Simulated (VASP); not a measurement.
# LiZrN (P4/mmm) in VASP: notebook, part 2 of 2

VASP 6.6.1.

### Step 6. Single point, PBE

This run uses another cell than the first one, of 13.65 Å³/atom, 0.988 times its volume.

The input, INCAR:

```
PREC = Accurate
ENCUT = 520
EDIFF = 1E-6
ISMEAR = 0
SIGMA = 0.1
LREAL = False
LASPH = True
NELM = 80
ALGO = Normal
ISIF = 2
LWAVE = False
LCHARG = True
GGA = PE
LELF = True
LVHAR = True
NBANDS = 17
```

The input, KPOINTS:

```
Automatic mesh
0
Gamma
  14 14 12
```

The input, POSCAR:

```
LiZrN
1.0
    3.1547450570      0.0000000000      0.0000000000
    0.0000000000      3.1547450570      0.0000000000
    0.0000000000      0.0000000000      4.1130833710
Li Zr N
1 1 1
Direct
    0.0000000000      0.0000000000      0.5000000000
    0.5000000000      0.5000000000      0.0000000000
    0.0000000000      0.0000000000      0.0000000000
```

Potentials or basis: VASP PAW PBE potentials, release 64 (Li_sv, Zr_sv, N).

Launch:

```
$ cat potpaw_PBE.64/Li_sv/POTCAR potpaw_PBE.64/Zr_sv/POTCAR potpaw_PBE.64/N/POTCAR > POTCAR
$ mpirun -np 1 vasp_std > vasp.out
```

OUTCAR:

```text
PREC = Accurate
   ENCUT = 520
   EDIFF = 1E-6
   ISMEAR = 0
   LREAL = False
   LASPH = True
   NELM = 80
   ISIF = 2
   GGA = PE

 ion  position               nearest neighbor table
   1  0.000  0.000  0.500-   3 2.06   3 2.06   2 3.03   2 3.03   2 3.03   2 3.03   2 3.03   2 3.03
                             2 3.03   2 3.03
   2  0.500  0.500  0.000-   3 2.23   3 2.23   3 2.23   3 2.23   1 3.03   1 3.03   1 3.03   1 3.03
                             1 3.03   1 3.03   1 3.03   1 3.03
   3  0.000  0.000  0.000-   1 2.06   1 2.06   2 2.23   2 2.23   2 2.23   2 2.23

  LATTYP: Found a simple tetragonal cell.
 ALAT       =     3.1547450570
 C/A-ratio  =     1.3037767860

  Lattice vectors:

 A1 = (   3.1547450570,   0.0000000000,   0.0000000000)
 A2 = (   0.0000000000,   3.1547450570,   0.0000000000)
 A3 = (   0.0000000000,   0.0000000000,   4.1130833710)

Analysis of symmetry for initial positions (statically):
=====================================================================
 Subroutine PRICEL returns:
 Original cell was already a primitive cell.

 Routine SETGRP: Setting up the symmetry group for a
 simple tetragonal supercell.

 Subroutine GETGRP returns: Found 16 space group operations
 (whereof 16 operations were pure point group operations)
[... 163 lines left out ...]
  free energy    TOTEN  =       -21.82291285 eV

  energy without entropy =      -21.81655727  energy(sigma->0) =      -21.81973506

 E-fermi :   6.8677     XC(G=0): -10.5344

 val. band max:        6.8667257565   @ k =   0.2143   0.2143   0.3333
 cond. band min:       6.8738619948   @ k =   0.2857   0.2143   0.5000
 fundamental gap:      0.0071362383
 Fermi energy:         6.8676755590

 k-point     1 :       0.0000    0.0000    0.0000
  band No.  band energies     occupation
      1     -42.1713      2.00000
      2     -38.3945      2.00000
      3     -20.2283      2.00000
      4     -19.9545      2.00000
      5     -19.9545      2.00000
      6      -8.0600      2.00000
[... 457 lines left out ...]
      4     -20.1506      2.00000
      5     -20.1419      2.00000
      6      -7.0406      2.00000
[... 9 lines left out ...]
     16      14.3975      0.00000
     17      16.7273      0.00000

 [... further k-points ...]
[... 5 lines left out ...]
  --------------------------------------------------------------------------------------
  -------------------------------------------------------------------------------------
  Total        0.0340581      0.0340581     -0.0135953      0.0000000      0.0000000     -0.0000000
  in kB        1.3330159      1.3330159     -0.5321105      0.0000000      0.0000000     -0.0000000
  external PRESSURE =       0.7113071 kB  Pullay stress =       0.0000000 kB

 VOLUME and BASIS-vectors are now :
 -----------------------------------------------------------------------------
  energy-cutoff  :      520.00
  volume of cell :       40.94
      direct lattice vectors                 reciprocal lattice vectors
     3.154745057  0.000000000  0.000000000     0.316982825  0.000000000  0.000000000
     0.000000000  3.154745057  0.000000000     0.000000000  0.316982825  0.000000000
     0.000000000  0.000000000  4.113083371     0.000000000  0.000000000  0.243126606

 POSITION                                       TOTAL-FORCE (eV/Angst)
 -----------------------------------------------------------------------------------
      0.00000      0.00000      2.05654         0.000000      0.000000      0.000000
      1.57737      1.57737      0.00000         0.000000      0.000000      0.000000
      0.00000      0.00000      0.00000         0.000000      0.000000      0.000000
 -----------------------------------------------------------------------------------
    total drift:                                0.000000     -0.000000     -0.000000

  FREE ENERGIE OF THE ION-ELECTRON SYSTEM (eV)
  ---------------------------------------------------
  free  energy   TOTEN  =       -21.8229128511 eV

  energy  without entropy=      -21.8165572722  energy(sigma->0) =      -21.81973506
```

stdout:

```text
POSCAR found type information on POSCAR LiZrN
 POSCAR found :  3 types and       3 ions
 scaLAPACK will be used
 LDA part: xc-table for (Slater+PW92), standard interpolation
 POSCAR, INCAR and KPOINTS ok, starting setup
 FFT: planning ... GRIDC
 FFT: planning ... GRID_SOFT
 FFT: planning ... GRID
 WAVECAR not read
 entering main loop
```

It took 1.9 min on 1 thread of Intel Xeon Platinum 8375C at 2.90GHz (Ice Lake), shared host; peak memory 0.29 GiB.

Results:

```yaml
Free_energy: -21.8229 eV
Band_gap_on_the_k_mesh: zero (band 10 reaches 7.64 eV, above the bottom of band 11 at 5.26 eV)
```

Caveat: the cutoff is under 1.25 times the usual one of these potentials, so pressure, stress and relaxed cells hold a basis-set (Pulay) error.

### Step 7. Overview

| task | spin | cell | k mesh | cutoff (eV) | gap on the mesh (eV) |
| --- | --- | --- | --- | --- | --- |
| single point | off | a = 3.150, b = 3.150, c = 4.175 Å, 3 atoms | 6 × 6 × 6 | 520 | none |
| single point | off | a = 3.614, b = 3.614, c = 3.465 Å, 3 atoms | 6 × 6 × 6 | 520 | none |
| single point | collinear, ferromagnetic start | a = 3.150, b = 3.150, c = 4.175 Å, 3 atoms | 6 × 6 × 4 | 520 | none |
| relaxation of cell and atoms | off | relaxed from a = 3.614, b = 3.614, c = 3.465 Å, 3 atoms | 6 × 6 × 6 | 600 | none |
| single point | off | a = 3.155, b = 3.155, c = 4.113 Å, 3 atoms | 14 × 14 × 12 | 520 | none |

Alike in all rows: level PBE; potentials or basis VASP PAW PBE potentials, release 64 (Li_sv, Zr_sv, N); smearing gaussian 0.1 eV.

Caveats: some runs use coarse meshes; the cutoff is under 1.25 times the usual one of these potentials, so pressure, stress and relaxed cells hold a basis-set (Pulay) error.

Absolute energies hang on the potentials; compare differences alone.
